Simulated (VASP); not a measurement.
# MgO: relaxation of cell and atoms with PBEsol

The system is MgO.

```xyz
2
Lattice="0.0000 2.1085 2.1085 2.1085 0.0000 2.1085 2.1085 2.1085 0.0000" Properties=species:S:1:pos:R:3 pbc="T T T"
Mg    0.0000    0.0000    0.0000
O     2.1085    2.1085    2.1085
```

- Program: VASP 6.6.1
- Task: relaxation of cell and atoms
- Functional: PBEsol
- Potentials or basis: VASP PAW PBE potentials, release 64 (Mg, O)
- Cutoff: 600 eV
- k mesh: 16 × 16 × 16
- Occupations: fermi-dirac, width 0.1 eV
- Spin: no spin polarisation
- Dipole correction: no
- Further INCAR settings: ALGO = Normal; EDIFF = 1e-06; IBRION = 2; EDIFFG = -0.002; NSW = 100; ISIF = 3

The relaxed volume is 9.31 Å³/atom. The relaxed cell is a = 2.975 Å, b = 2.975 Å, c = 2.975 Å, α = 60.00°, β = 60.00°, γ = 60.00°. The space group after relaxing (to 0.05 Å) is Fm-3m (No. 225). The energy gained by relaxing is 0.2 meV/atom and the ionic steps are 3. The pressure after relaxing is 0.0 GPa. The band gap on the k mesh is 4.66 eV, direct.

Step by step:
```tsv
step	energy change (eV)	largest force (eV/Å)	pressure (GPa)	volume (Å³)
1	0.0000	0.0000	-1.04	18.75
2	-0.0003	0.0000	0.38	18.58
3	-0.0004	0.0000	0.00	18.63
```

Final structure:
```cif
data_structure
_symmetry_space_group_name_H-M 'P 1'
_symmetry_Int_Tables_number 1
_cell_length_a 2.9754
_cell_length_b 2.9754
_cell_length_c 2.9754
_cell_angle_alpha 60.000
_cell_angle_beta 60.000
_cell_angle_gamma 60.000
_cell_volume 18.63
loop_
_atom_site_label
_atom_site_type_symbol
_atom_site_fract_x
_atom_site_fract_y
_atom_site_fract_z
_atom_site_occupancy
Mg1 Mg 0.00000 0.00000 0.00000 1
O1 O 0.50000 0.50000 0.50000 1
```

Levels at points of the mesh, in eV from the valence-band top:
```tsv
k point	band 2	band 3	band 4	band 5	band 6	band 7
(0.00, 0.00, 0.00)	0.00	0.00	0.00	4.66	15.65	15.65
(0.50, 0.00, 0.00)	-4.69	-0.67	-0.67	7.77	12.54	16.21
(0.50, 0.50, 0.00)	-4.16	-1.37	-1.37	8.93	9.91	13.00
```

Run time: 56 s on 1 thread of Intel(R) Xeon(R) Platinum 8375C CPU @ 2.90GHz (Ice Lake), with other jobs on the host, peak memory 0.17 GiB.

Caveat: the PAW data sets were made with another functional, which shifts forces and pressure a little. A k mesh can miss the band edges.
